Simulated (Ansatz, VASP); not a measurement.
## SnTe3: VASP beside Ansatz

```xyz
4
Lattice="0.0000 3.8729 3.8729 3.8729 0.0000 3.8729 3.8729 3.8729 0.0000" Properties=species:S:1:pos:R:3 pbc="T T T"
Sn    0.0000    0.0000    0.0000
Te    3.8729    3.8729    3.8729
Te    5.8094    5.8094    5.8094
Te    1.9365    1.9365    1.9365
```

Alike in both runs: task relaxation of cell and atoms; functional PBE; k mesh 10 × 10 × 10; occupations gaussian, width 0.1 eV; no spin polarisation.

|  | VASP | Ansatz |
| --- | --- | --- |
| version | VASP 6.6.1 | Ansatz 0.2.0 |
| potentials or method | VASP PAW PBE potentials, release 64 (Sn_d, Te), cutoff 600 eV | scalar-relativistic, plane waves, PAW |
| valence electrons in the cell | 32 | 62 |

|  | VASP | Ansatz | Ansatz less VASP |
| --- | --- | --- | --- |
| gap on the k mesh at the Fermi level, each at its own relaxed structure (eV) | none | none | - |
| relaxed volume (Å³/atom) | 28.75 | 28.79 | +0.031 |
| relaxed length of the cell vector where the two differ most in proportion (Å) | 5.459 | 5.461 | +0.0020 |

A gap of «none» marks a metal or a gap that the smearing closes. VASP's potentials hold 32 valence electrons a cell and Ansatz's 62, so a difference there can come from the potentials and not from the codes.

Neither program's run includes spin-orbit coupling.
